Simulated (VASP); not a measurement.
# AgCl (Fmm2) in VASP: a series of runs, part 2 of 3

VASP 6.6.1. The steps go on from the part before.

## Step 4: Single point, LDA

Input file INCAR:

```
SYSTEM = AgCl
PREC = Accurate
ENCUT = 520
EDIFF = 1E-6
ISMEAR = 0
SIGMA = 0.05
LREAL = .False.
LASPH = .True.
NELM = 60
ALGO = Normal
ISIF = 2
LWAVE = .False.
LCHARG = .False.
GGA = CA
NBANDS = 16
```

Input file KPOINTS:

```
Automatic mesh
0
Gamma
  10 10 10
  0 0 0
```

Input file POSCAR:

```
AgCl
1.0
    0.0000000000      2.5702189920      2.6773114500
    2.5702189920      0.0000000000      2.6773114500
    2.5702189920      2.5702189920      0.0000000000
Ag Cl
1 1
Direct
    0.5185353529      0.4814646471      0.5185353529
   -0.0563998634      0.0563998634     -0.0563998634
```

Potentials or basis: VASP PAW LDA potentials, release 64 (Ag, Cl).

Started as:

```console
> cat potpaw_LDA.64/Ag/POTCAR potpaw_LDA.64/Cl/POTCAR > POTCAR
> mpirun -np 1 vasp_std > vasp.out
```

OUTCAR:

```text
SYSTEM = AgCl
   PREC = Accurate
   ENCUT = 520
   EDIFF = 1E-6
   ISMEAR = 0
   LREAL = .False.
   LASPH = .True.
   NELM = 60
   ISIF = 2
   GGA = CA

 ion  position               nearest neighbor table
   1  0.519  0.481  0.519-   2 2.19   2 2.60   2 2.60   2 2.70   2 2.70   2 2.96
   2  0.944  0.056  0.944-   1 2.19   1 2.60   1 2.60   1 2.70   1 2.70   1 2.96

  LATTYP: Found a body centered tetragonal cell.
 ALAT       =     3.6348385568
 C/A-ratio  =     1.4731391275

  Lattice vectors:

 A1 = (  -2.5702189920,   0.0000000000,   2.6773114500)
 A2 = (   2.5702189920,   0.0000000000,   2.6773114500)
 A3 = (   0.0000000000,   2.5702189920,  -2.6773114500)

Analysis of symmetry for initial positions (statically):
=====================================================================
 Subroutine PRICEL returns:
 Original cell was already a primitive cell.

 Routine SETGRP: Setting up the symmetry group for a
 body centered tetragonal supercell.

 Subroutine GETGRP returns: Found  4 space group operations
 (whereof  4 operations were pure point group operations)
 out of a pool of 16 trial point group operations.

The static configuration has the point symmetry C_2v.

Analysis of symmetry for dynamics (positions and initial velocities):
=====================================================================
 Subroutine PRICEL returns:
 Original cell was already a primitive cell.

 Routine SETGRP: Setting up the symmetry group for a
 body centered tetragonal supercell.

 Subroutine GETGRP returns: Found  4 space group operations
 (whereof  4 operations were pure point group operations)
 out of a pool of 16 trial point group operations.

The dynamic configuration has the point symmetry C_2v.

 Subroutine INISYM returns: Found  4 space group operations
 (whereof  4 operations are pure point group operations),
 and found     1 'primitive' translations

----------------------------------------------------------------------------------------

                                     Primitive cell

[... 106 lines left out ...]
   EFERMI_NEDOS =   21; number of points for ismear=-14 and -15
   IALGO  =     38    algorithm
   IMIX   =      4    mixing-type and parameters
     AMIX     =   0.40;   BMIX     =  1.00
     AMIX_MAG =   1.60;   BMIX_MAG =  1.00
  volume/ion in A,a.u.               =      17.69       119.35
  Fermi-wavevector in a.u.,A,eV,Ry     =   1.307001  2.469874 23.242177  1.708252
  Thomas-Fermi vector in A             =   2.437765
   LORBIT       =      0    0 simple, 1 ext, 2 COOP (PROOUT), +10 PAW based schemes
   GGA     = CA    functional components
   LHFCALC =     F    Hartree Fock is set to
   AEXX    =    0.0000 exact exchange contribution
   IVDW    =     0    specifies the selected vdW correction
   LEPSILON=     F    determine dielectric tensor
   LRPA    =     F    only Hartree local field effects (RPA)
 non-spin polarized calculation
 Gauss-broadening in eV      SIGMA  =   0.05
  energy-cutoff  :      520.00
  volume of cell :       35.37
 maximum number of plane-waves:       974
   NGX = 13   NGY = 13   NGZ = 13

 number of electron      17.9999998 magnetization

 Free energy of the ion-electron system (eV)
  ---------------------------------------------------
  ext. energy  EPLUGINS =         0.00000000
  ---------------------------------------------------
  free energy    TOTEN  =        -6.33400310 eV

  energy without entropy =       -6.33400310  energy(sigma->0) =       -6.33400310

 E-fermi :   6.3969     XC(G=0): -11.3753

 val. band max:        6.0962425674   @ k =  -0.2000   0.2000   0.0000
 cond. band min:       7.0211016184   @ k =   0.0000   0.0000   0.0000
 fundamental gap:      0.9248590510
 Fermi energy:         6.3968874659

 k-point     1 :       0.0000    0.0000    0.0000
  band No.  band energies     occupation
      1     -10.3748      2.00000
      2       0.8591      2.00000
      3       1.5262      2.00000
      4       1.7832      2.00000
      5       2.7751      2.00000
      6       2.7778      2.00000
[... 433 lines left out ...]
      3       0.6623      2.00000
      4       1.0859      2.00000
      5       2.9267      2.00000
      6       3.1264      2.00000
[... 8 lines left out ...]
     15      21.3814      0.00000
     16      22.6569      0.00000

 [... further k-points ...]
[... 5 lines left out ...]
  --------------------------------------------------------------------------------------
  -------------------------------------------------------------------------------------
  Total        1.6993772      6.6445632      0.9846896      0.0000000      0.0000000      0.0000000
  in kB       76.9717251    300.9593736     44.6006097      0.0000000      0.0000000      0.0000000
  external PRESSURE =     140.8439028 kB  Pullay stress =       0.0000000 kB

 VOLUME and BASIS-vectors are now :
 -----------------------------------------------------------------------------
  energy-cutoff  :      520.00
  volume of cell :       35.37
      direct lattice vectors                 reciprocal lattice vectors
     0.000000000  2.570218992  2.677311450    -0.194535953  0.194535953  0.186754514
     2.570218992  0.000000000  2.677311450     0.194535953 -0.194535953  0.186754514
     2.570218992  2.570218992  0.000000000     0.194535953  0.194535953 -0.186754514

 POSITION                                       TOTAL-FORCE (eV/Angst)
 -----------------------------------------------------------------------------------
      2.57022      2.66550      2.67731         0.000000     -2.661505      0.000000
      2.57022      4.85052      2.67731         0.000000      2.661505      0.000000
 -----------------------------------------------------------------------------------
    total drift:                               -0.000000      0.000050     -0.000000

  FREE ENERGIE OF THE ION-ELECTRON SYSTEM (eV)
  ---------------------------------------------------
  free  energy   TOTEN  =        -6.3340031037 eV

  energy  without entropy=       -6.3340031037  energy(sigma->0) =       -6.33400310
```

Run time: 65 s. Hardware: 1 thread of Intel Xeon 6975P-C, shared host; peak memory 0.21 GiB.

What came out:

- Free energy: -6.3340 eV
- Pressure: 14.1 GPa
- Largest force: 2.662 eV/Å
- Band gap on the k mesh: 0.92 eV, indirect (least direct gap 2.17 eV)

Forces on the atoms (eV/Å):
```
Ag   0.000 -2.662  0.000
Cl   0.000  2.662  0.000
```

Levels at points of the mesh, in eV from the valence-band top:
| k point | band 5 | band 6 | band 7 | band 8 | band 9 | band 10 | band 11 | band 12 | band 13 | band 14 |
| --- | --- | --- | --- | --- | --- | --- | --- | --- | --- | --- |
| (0.00, 0.00, 0.00) | -3.32 | -3.32 | -1.95 | -1.93 | -1.25 | 0.92 | 9.93 | 10.25 | 10.32 | 12.82 |
| (0.50, 0.00, 0.00) | -2.96 | -2.93 | -2.38 | -0.29 | -0.02 | 3.95 | 7.13 | 7.24 | 8.28 | 13.70 |
| (0.50, 0.50, 0.00) | -2.79 | -2.64 | -2.52 | -2.43 | -2.04 | 2.06 | 7.35 | 8.96 | 13.01 | 13.47 |
| (0.50, 0.00, 0.50) | -3.91 | -2.97 | -2.75 | -2.73 | -2.61 | 2.02 | 7.62 | 10.01 | 12.01 | 12.80 |
| (0.00, 0.50, 0.50) | -2.77 | -2.67 | -2.56 | -2.40 | -2.22 | 1.95 | 7.04 | 9.35 | 12.37 | 13.63 |

Caveat: forces of over 1 eV/Å act on the atoms, so gaps and moduli don't describe the material at rest.

[end of part 2 of 3]
